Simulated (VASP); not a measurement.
# Si (Imma) in VASP: notebook

The runs below take Si through single point, with PBE.

Everything below comes from runs of VASP 6.6.1. Logs are shortened: lines on timing, memory, paths and dates and some standing lists are left out, and cuts for length are marked.

## Step 1: The cell of the first run

The structure is orthorhombic, space group Imma (No. 74). Conventional cell: a = 3.868 Å, b = 3.868 Å, c = 5.470 Å, α = 90.00°, β = 90.00°, γ = 90.00°. Within 3.0 Å of Si (site symmetry mm2) lie 4 Si at 2.30 to 2.44 Å.

## Step 2: Single point, PBE (mode 4 frozen in at -0.060 Å and mode 5 at +0.000 Å (largest displacements))

Input file INCAR:

```
SYSTEM = Si
PREC     = Accurate       ! precision mode
ENCUT    = 520            ! plane-wave cutoff, eV
EDIFF    = 1E-6           ! SCF threshold, eV
ISMEAR   = 0              ! smearing method
SIGMA    = 0.05           ! smearing width, eV
LREAL    = .FALSE.        ! projectors in reciprocal space
LASPH    = .TRUE.         ! aspherical terms in the spheres
NELM     = 60             ! most SCF steps
ALGO     = Normal         ! electronic algorithm
ISIF     = 2              ! what is computed and relaxed
LWAVE    = .FALSE.        ! write WAVECAR
LCHARG   = .FALSE.        ! write CHGCAR
GGA      = PE             ! functional
NBANDS   = 11             ! bands
```

Input file KPOINTS:

```
regular mesh
0
G
  8 8 8
  0 0 0
```

Input file POSCAR:

```
Si
1.0
    0.0000000000      2.7348812168      2.7348812168
    2.7348812168      0.0000000000      2.7348812168
    2.7348812168      2.7348812168      0.0000000000
Si
2
Direct
    0.5109693978      0.4890306022      0.4890306022
    0.7390306022      0.7609693978      0.7609693978
```

Potentials or basis: VASP PAW PBE potentials, release 64 (Si).

Run with:

```console
$ cat potpaw_PBE.64/Si/POTCAR > POTCAR
$ mpirun -np 1 vasp_std > vasp.out
```

OUTCAR:

```text
SYSTEM = Si
   PREC = Accurate
   ENCUT = 520
   EDIFF = 1E-6
   ISMEAR = 0
   LREAL = .FALSE.
   LASPH = .TRUE.
   NELM = 60
   ISIF = 2
   GGA = PE

 ion  position               nearest neighbor table
   1  0.511  0.489  0.489-   2 2.30   2 2.30   2 2.44   2 2.44
   2  0.739  0.761  0.761-   1 2.30   1 2.30   1 2.44   1 2.44

  LATTYP: Found a face centered cubic cell.
 ALAT       =     5.4697624336

  Lattice vectors:

 A1 = (   0.0000000000,   2.7348812168,   2.7348812168)
 A2 = (   2.7348812168,   0.0000000000,   2.7348812168)
 A3 = (   2.7348812168,   2.7348812168,   0.0000000000)

Analysis of symmetry for initial positions (statically):
=====================================================================
 Subroutine PRICEL returns:
 Original cell was already a primitive cell.

 Routine SETGRP: Setting up the symmetry group for a
 face centered cubic supercell.

 Subroutine GETGRP returns: Found  8 space group operations
 (whereof  4 operations were pure point group operations)
 out of a pool of 48 trial point group operations.

The static configuration has the point symmetry C_2v.
 The point group associated with its full space group is D_2h.

Analysis of symmetry for dynamics (positions and initial velocities):
=====================================================================
 Subroutine PRICEL returns:
 Original cell was already a primitive cell.

 Routine SETGRP: Setting up the symmetry group for a
 face centered cubic supercell.

 Subroutine GETGRP returns: Found  8 space group operations
 (whereof  4 operations were pure point group operations)
 out of a pool of 48 trial point group operations.

The dynamic configuration has the point symmetry C_2v.
 The point group associated with its full space group is D_2h.

 Subroutine INISYM returns: Found  8 space group operations
 (whereof  4 operations are pure point group operations),
 and found     1 'primitive' translations

----------------------------------------------------------------------------------------

                                     Primitive cell

  volume of cell :      40.9115

  direct lattice vectors                    reciprocal lattice vectors
     0.000000000  2.734881217  2.734881217    -0.182823297  0.182823297  0.182823297
     2.734881217  0.000000000  2.734881217     0.182823297 -0.182823297  0.182823297
     2.734881217  2.734881217  0.000000000     0.182823297  0.182823297 -0.182823297

  length of vectors
     3.867706108  3.867706108  3.867706108     0.316659239  0.316659239  0.316659239

  position of ions in fractional coordinates (direct lattice)
     0.510969398  0.489030602  0.489030602
     0.739030602  0.760969398  0.760969398

  ion indices of the primitive-cell ions
   primitive index   ion index
                 1           1
                 2           2

----------------------------------------------------------------------------------------

 KPOINTS: regular mesh

Automatic generation of k-mesh.
 Grid dimensions read from file:
 generate k-points for:    8    8    8

 Generating k-lattice:

  Cartesian coordinates                     Fractional coordinates (reciprocal lattice)
    -0.022852912  0.022852912  0.022852912     0.125000000  0.000000000  0.000000000
     0.022852912 -0.022852912  0.022852912     0.000000000  0.125000000  0.000000000
     0.022852912  0.022852912 -0.022852912     0.000000000  0.000000000  0.125000000

  Length of vectors
     0.039582405  0.039582405  0.039582405

  Shift w.r.t. Gamma in fractional coordinates (k-lattice)
     0.000000000  0.000000000  0.000000000

 Subroutine IBZKPT returns following result:
 ===========================================

 Found     95 irreducible k-points:

 Following reciprocal coordinates:
            Coordinates               Weight
  0.000000  0.000000  0.000000      1.000000
  0.125000  0.000000  0.000000      4.000000
  0.000000  0.125000  0.000000      4.000000
  0.250000  0.000000  0.000000      4.000000
  0.000000  0.250000  0.000000      4.000000
  0.375000  0.000000  0.000000      4.000000
[... 16 lines left out ...]
  0.375000 -0.125000 -0.125000      4.000000
 -0.375000  0.125000  0.000000      8.000000
 [... further k-points ...]
   k-points           NKPTS =     95   k-points in BZ     NKDIM =     95   number of bands    NBANDS=     11
   number of dos      NEDOS =    301   number of ions     NIONS =      2
   total plane-waves  NPLWV =  27000
   dimension x,y,z NGX =    30 NGY =   30 NGZ =   30
   dimension x,y,z NGXF=    60 NGYF=   60 NGZF=   60
   ions per type =               2
   NGX,Y,Z   is equivalent  to a cutoff of  12.89, 12.89, 12.89 a.u.
   NGXF,Y,Z  is equivalent  to a cutoff of  25.79, 25.79, 25.79 a.u.
 SYSTEM =  Si
   PREC   = accura    normal or accurate (medium, high low for compatibility)
   ISTART =      0    job   : 0-new  1-cont  2-samecut
   ICHARG =      2    charge: 1-file 2-atom 10-const
   ISPIN  =      1    spin polarized calculation?
   LNONCOLLINEAR =      F non collinear calculations
   LSORBIT =      F    spin-orbit coupling
   LASPH  =      T    aspherical Exc in radial PAW
   ENCUT  =  520.0 eV  38.22 Ry    6.18 a.u.   7.19  7.19  7.19*2*pi/ulx,y,z
   NELM   =     60;   NELMIN=  2; NELMDL= -5     # of ELM steps
   EDIFF  = 0.1E-05   stopping-criterion for ELM
   LREAL  =      F    real-space projection
   EDIFFG = 0.1E-04   stopping-criterion for IOM
   NSW    =      0    number of steps for IOM
   IBRION =     -1    ionic relax: 0-MD 1-quasi-New 2-CG
   NFREE  =      0    steps in history (QN), initial steepest desc. (CG)
   ISIF   =      2    stress and relaxation
   ISYM   =      2    0-nonsym 1-usesym 2-fastsym
   POTIM  = 0.5000    time-step for ionic-motion
   TEBEG  =    0.0;   TEEND  =   0.0 temperature during run
   PSTRESS=    0.0 pullay stress
   NELECT =       8.0000    total number of electrons
   NUPDOWN=      -1.0000    fix difference up-down
   EMIN   =  10.00;   EMAX   =-10.00  energy-range for DOS
   EFERMI =   0.00;   METHOD = LEGACY
   ISMEAR =     0;   SIGMA  =   0.05  broadening in eV -4-tet -1-fermi 0-gaus
   EFERMI_NEDOS =   21; number of points for ismear=-14 and -15
   IALGO  =     38    algorithm
   IMIX   =      4    mixing-type and parameters
     AMIX     =   0.40;   BMIX     =  1.00
     AMIX_MAG =   1.60;   BMIX_MAG =  1.00
  volume/ion in A,a.u.               =      20.46       138.04
  Fermi-wavevector in a.u.,A,eV,Ry     =   0.950218  1.795651 12.284881  0.902913
  Thomas-Fermi vector in A             =   2.078574
   LORBIT       =      0    0 simple, 1 ext, 2 COOP (PROOUT), +10 PAW based schemes
   GGA     = PE    functional components
   LHFCALC =     F    Hartree Fock is set to
   AEXX    =    0.0000 exact exchange contribution
   IVDW    =     0    specifies the selected vdW correction
   LEPSILON=     F    determine dielectric tensor
   LRPA    =     F    only Hartree local field effects (RPA)
 non-spin polarized calculation
 Gauss-broadening in eV      SIGMA  =   0.05
  energy-cutoff  :      520.00
  volume of cell :       40.91
 maximum number of plane-waves:      1124
 NGX is ok and might be reduce to    30
   NGX = 15   NGY = 15   NGZ = 15

 number of electron       8.0000000 magnetization

 Free energy of the ion-electron system (eV)
  ---------------------------------------------------
  ext. energy  EPLUGINS =         0.00000000
  ---------------------------------------------------
  free energy    TOTEN  =       -10.75326654 eV

  energy without entropy =      -10.75320307  energy(sigma->0) =      -10.75323481

 E-fermi :   6.1071     XC(G=0):  -9.3278

 val. band max:        6.0658352189   @ k =   0.0000   0.5000   0.5000
 cond. band min:       6.1650592197   @ k =   0.0000   0.3750   0.3750
 fundamental gap:      0.0992240007
 Fermi energy:         6.1071450700

 k-point     1 :       0.0000    0.0000    0.0000
  band No.  band energies     occupation
      1      -6.2172      2.00000
      2       5.0423      2.00000
      3       5.6443      2.00000
      4       6.1803      0.03863
      5       7.8221      0.00000
      6       8.1111      0.00000
      7       8.5001      0.00000
      8       8.7189      0.00000
      9      13.2941      0.00000
     10      13.3837      0.00000
     11      13.4394      0.00000

 k-point     2 :       0.1250    0.0000    0.0000
  band No.  band energies     occupation
      1      -6.0214      2.00000
      2       4.2207      2.00000
      3       4.8292      2.00000
      4       5.5786      2.00000
      5       7.8764      0.00000
      6       8.3758      0.00000
      7       8.8583      0.00000
      8      10.1952      0.00000
      9      12.8682      0.00000
     10      12.9572      0.00000
     11      14.2642      0.00000

 k-point     3 :       0.0000    0.1250    0.0000
  band No.  band energies     occupation
      1      -6.0134      2.00000
      2       3.7282      2.00000
      3       5.1960      2.00000
      4       5.7863      2.00000
      5       8.1393      0.00000
      6       8.3318      0.00000
      7       8.7579      0.00000
      8      10.0703      0.00000
      9      12.7739      0.00000
     10      12.8061      0.00000
     11      14.2211      0.00000
[... 267 lines left out ...]
 k-point    23 :       0.3750   -0.1250   -0.1250
  band No.  band energies     occupation
      1      -3.9765      2.00000
      2      -0.7868      2.00000
      3       3.5371      2.00000
      4       3.7456      2.00000
      5       7.5387      0.00000
      6       8.9024      0.00000
      7       9.8865      0.00000
      8      13.1052      0.00000
      9      14.4344      0.00000
     10      16.1241      0.00000
     11      17.0222      0.00000

 k-point    24 :      -0.3750    0.1250    0.0000
  band No.  band energies     occupation
      1      -4.1754      2.00000
      2      -0.4584      2.00000
      3       2.9600      2.00000
      4       4.4794      2.00000
      5       7.8429      0.00000
      6       8.9428      0.00000
      7       9.4640      0.00000
      8      13.3806      0.00000
      9      13.9202      0.00000
     10      14.9199      0.00000
     11      16.5081      0.00000

 [... further k-points ...]

------------------------ aborting loop because EDIFF is reached ----------------------------------------

  FORCE on cell =-STRESS in cart. coord.  units (eV):
  Direction    XX          YY          ZZ          XY          YZ          ZX
  --------------------------------------------------------------------------------------
  -------------------------------------------------------------------------------------
  Total       -0.0535439      0.1805045      0.1805045      0.0000000     -1.1096415      0.0000000
  in kB       -2.0968896      7.0689206      7.0689206      0.0000000    -43.4558103      0.0000000
  external PRESSURE =       4.0136505 kB  Pullay stress =       0.0000000 kB

 VOLUME and BASIS-vectors are now :
 -----------------------------------------------------------------------------
  energy-cutoff  :      520.00
  volume of cell :       40.91
      direct lattice vectors                 reciprocal lattice vectors
     0.000000000  2.734881217  2.734881217    -0.182823297  0.182823297  0.182823297
     2.734881217  0.000000000  2.734881217     0.182823297 -0.182823297  0.182823297
     2.734881217  2.734881217  0.000000000     0.182823297  0.182823297 -0.182823297

 POSITION                                       TOTAL-FORCE (eV/Angst)
 -----------------------------------------------------------------------------------
      2.67488      2.73488      2.73488         1.517390     -0.000000     -0.000000
      4.16232      4.10232      4.10232        -1.517390      0.000000      0.000000
 -----------------------------------------------------------------------------------
    total drift:                                0.000000      0.000000      0.000000

  FREE ENERGIE OF THE ION-ELECTRON SYSTEM (eV)
  ---------------------------------------------------
  free  energy   TOTEN  =       -10.7532665395 eV

  energy  without entropy=      -10.7532030750  energy(sigma->0) =      -10.75323481
```

It took 16 s on 1 thread of Intel Xeon 6975P-C (Granite Rapids), shared host; peak memory 0.17 GiB.

Results:

| Property | Result |
| --- | --- |
| Free energy | -10.7533 eV |
| Pressure | 0.4 GPa |
| Largest force | 1.517 eV/Å |
| Band gap on the k mesh | zero (band 4 reaches 6.18 eV, above the bottom of band 5 at 6.07 eV) |

Forces on the atoms (eV/Å):
```
Si   1.517  0.000  0.000
Si  -1.517  0.000  0.000
```

Caveat: the cell differs from its parent crystal (mode 4 frozen in at -0.060 Å and mode 5 at +0.000 Å (largest displacements)); forces of over 1 eV/Å act on the atoms, so gaps and moduli don't describe the material at rest.

## Step 3: Single point, PBE (mode 4 frozen in at -0.024 Å and mode 5 at +0.000 Å (largest displacements))

Input file INCAR:

```
SYSTEM = Si
ALGO = Normal
EDIFF = 1E-6
ENCUT = 520
GGA = PE
ISIF = 2
ISMEAR = 0
LASPH = .TRUE.
LCHARG = .FALSE.
LREAL = .FALSE.
LWAVE = .FALSE.
NBANDS = 11
NELM = 80
PREC = Accurate
SIGMA = 0.05
```

Input file KPOINTS:

```
k-points
0
G
  8 8 8
  0 0 0
```

Input file POSCAR:

```
Si
1.0
    0.0000000000      2.7348812168      2.7348812168
    2.7348812168      0.0000000000      2.7348812168
    2.7348812168      2.7348812168      0.0000000000
Si
2
Direct
    0.5043877591      0.4956122409      0.4956122409
    0.7456122409      0.7543877591      0.7543877591
```

Potentials or basis: VASP PAW PBE potentials, release 64 (Si).

Run with:

```console
$ cat potpaw_PBE.64/Si/POTCAR > POTCAR
$ mpirun -np 1 vasp_std > vasp.out
```

OUTCAR:

```text
SYSTEM = Si
   EDIFF = 1E-6
   ENCUT = 520
   GGA = PE
   ISIF = 2
   ISMEAR = 0
   LASPH = .TRUE.
   LREAL = .FALSE.
   NELM = 80
   PREC = Accurate

 ion  position               nearest neighbor table
   1  0.504  0.496  0.496-   2 2.34   2 2.34   2 2.40   2 2.40
   2  0.746  0.754  0.754-   1 2.34   1 2.34   1 2.40   1 2.40

  LATTYP: Found a face centered cubic cell.
 ALAT       =     5.4697624336

  Lattice vectors:

 A1 = (   0.0000000000,   2.7348812168,   2.7348812168)
 A2 = (   2.7348812168,   0.0000000000,   2.7348812168)
 A3 = (   2.7348812168,   2.7348812168,   0.0000000000)
[... 515 lines left out ...]
      7       9.4230      0.00000
      8      13.4339      0.00000
      9      13.7646      0.00000
     10      14.8102      0.00000
     11      16.6152      0.00000

 [... further k-points ...]
[... 5 lines left out ...]
  --------------------------------------------------------------------------------------
  -------------------------------------------------------------------------------------
  Total       -0.0162569      0.0190249      0.0190249      0.0000000     -0.4315205      0.0000000
  in kB       -0.6366516      0.7450553      0.7450553      0.0000000    -16.8992189      0.0000000
  external PRESSURE =       0.2844863 kB  Pullay stress =       0.0000000 kB

 VOLUME and BASIS-vectors are now :
 -----------------------------------------------------------------------------
  energy-cutoff  :      520.00
  volume of cell :       40.91
      direct lattice vectors                 reciprocal lattice vectors
     0.000000000  2.734881217  2.734881217    -0.182823297  0.182823297  0.182823297
     2.734881217  0.000000000  2.734881217     0.182823297 -0.182823297  0.182823297
     2.734881217  2.734881217  0.000000000     0.182823297  0.182823297 -0.182823297

 POSITION                                       TOTAL-FORCE (eV/Angst)
 -----------------------------------------------------------------------------------
      2.71088      2.73488      2.73488         0.624656      0.000000      0.000000
      4.12632      4.10232      4.10232        -0.624656     -0.000000     -0.000000
 -----------------------------------------------------------------------------------
    total drift:                               -0.000000     -0.000000     -0.000000

  FREE ENERGIE OF THE ION-ELECTRON SYSTEM (eV)
  ---------------------------------------------------
  free  energy   TOTEN  =       -10.8310767925 eV

  energy  without entropy=      -10.8310767925  energy(sigma->0) =      -10.83107679
```

OSZICAR:

```text
N       E                     dE             d eps       ncg     rms          rms(c)
DAV:   1     0.893948736176E+01    0.89395E+01   -0.33107E+03  2090   0.590E+02
DAV:   2    -0.104049305502E+02   -0.19344E+02   -0.18702E+02  2819   0.876E+01
DAV:   3    -0.109956288902E+02   -0.59070E+00   -0.58925E+00  2689   0.133E+01
DAV:   4    -0.110000243725E+02   -0.43955E-02   -0.43950E-02  2469   0.147E+00
DAV:   5    -0.110000691011E+02   -0.44729E-04   -0.44728E-04  2684   0.137E-01    0.475E+00
DAV:   6    -0.108835520565E+02    0.11652E+00   -0.65452E-02  2351   0.105E+00    0.289E+00
DAV:   7    -0.108295519575E+02    0.54000E-01   -0.12821E-01  2369   0.159E+00    0.168E-01
DAV:   8    -0.108308397143E+02   -0.12878E-02   -0.57788E-03  2402   0.410E-01    0.798E-02
DAV:   9    -0.108310507577E+02   -0.21104E-03   -0.20370E-04  2603   0.867E-02    0.583E-02
DAV:  10    -0.108310760680E+02   -0.25310E-04   -0.21814E-05  2444   0.269E-02    0.511E-03
DAV:  11    -0.108310767925E+02   -0.72450E-06   -0.21501E-06  2588   0.760E-03
   1 F= -.10831077E+02 E0= -.10831077E+02  d E =-.250573E-10
```

Wall time 16 s (1 thread of Intel Xeon 6975P-C (Granite Rapids), shared host); peak memory 0.17 GiB.

What came out:

| Item | Value |
| --- | --- |
| Free energy | -10.8311 eV |
| Pressure | 0.0 GPa |
| Largest force | 0.625 eV/Å |
| Band gap on the k mesh | 0.40 eV, indirect (least direct gap 2.19 eV) |

Forces on the atoms (eV/Å):
```
Si   0.625  0.000  0.000
Si  -0.625  0.000  0.000
```

Caveat: the cell differs from its parent crystal (mode 4 frozen in at -0.024 Å and mode 5 at +0.000 Å (largest displacements)). A k mesh can miss the band edges.

## Step 4: Single point, PBE (mode 4 frozen in at -0.048 Å and mode 5 at +0.000 Å (largest displacements))

Input file INCAR:

```
PREC = Accurate
ENCUT = 520
EDIFF = 1E-7
ISMEAR = 0
SIGMA = 0.05
LREAL = False
LASPH = True
NELM = 100
ALGO = Normal
ISIF = 2
LWAVE = False
LCHARG = False
GGA = PE
NBANDS = 11
```

Input file KPOINTS:

```
regular mesh
0
Gamma
  8 8 8
```

Input file POSCAR:

```
Si
1.0
    0.0000000000      2.7348812168      2.7348812168
    2.7348812168      0.0000000000      2.7348812168
    2.7348812168      2.7348812168      0.0000000000
Si
2
Direct
    0.5087755182      0.4912244818      0.4912244818
    0.7412244818      0.7587755182      0.7587755182
```

Run with:

```console
$ cat potpaw_PBE.64/Si/POTCAR > POTCAR
$ mpirun -np 1 vasp_std > vasp.out
```

Wall time 18 s (1 thread of Intel Xeon 6975P-C (Granite Rapids), shared host); peak memory 0.17 GiB.

Results (log left out):

| Item | Value |
| --- | --- |
| Free energy | -10.7863 eV |
| Pressure | 0.2 GPa |
| Largest force | 1.236 eV/Å |
| Band gap on the k mesh | 0.06 eV, indirect (least direct gap 1.82 eV) |

Forces on the atoms (eV/Å):
```
Si   1.236  0.000  0.000
Si  -1.236  0.000  0.000
```

Stress tensor (GPa, compression positive):
```
-0.13  0.00  0.00
 0.00  0.43 -3.41
 0.00 -3.41  0.43
```

Levels at points of the mesh, in eV from the valence-band top:
```
           k point  band 1  band 2  band 3  band 4  band 5  band 6  band 7  band 8  band 9
(0.00, 0.00, 0.00)  -12.28   -0.91   -0.44    0.00    1.82    2.06    2.37    2.66    7.23
(0.50, 0.00, 0.00)  -10.11   -7.10   -1.94   -1.43    0.93    2.51    3.08    7.14   10.21
(0.00, 0.50, 0.00)   -9.90   -7.56   -1.81   -1.35    1.06    2.68    3.26    7.31    9.80
(0.50, 0.50, 0.00)   -8.22   -8.22   -3.24   -3.24    0.28    0.28    9.50    9.50   10.34
(0.00, 0.50, 0.50)   -8.51   -7.90   -3.43   -3.10    0.06    0.52    9.39    9.54   10.43
```

Caveat: the cell differs from its parent crystal (mode 4 frozen in at -0.048 Å and mode 5 at +0.000 Å (largest displacements)); forces of over 1 eV/Å act on the atoms, so gaps and moduli don't describe the material at rest. A k mesh can miss the band edges.
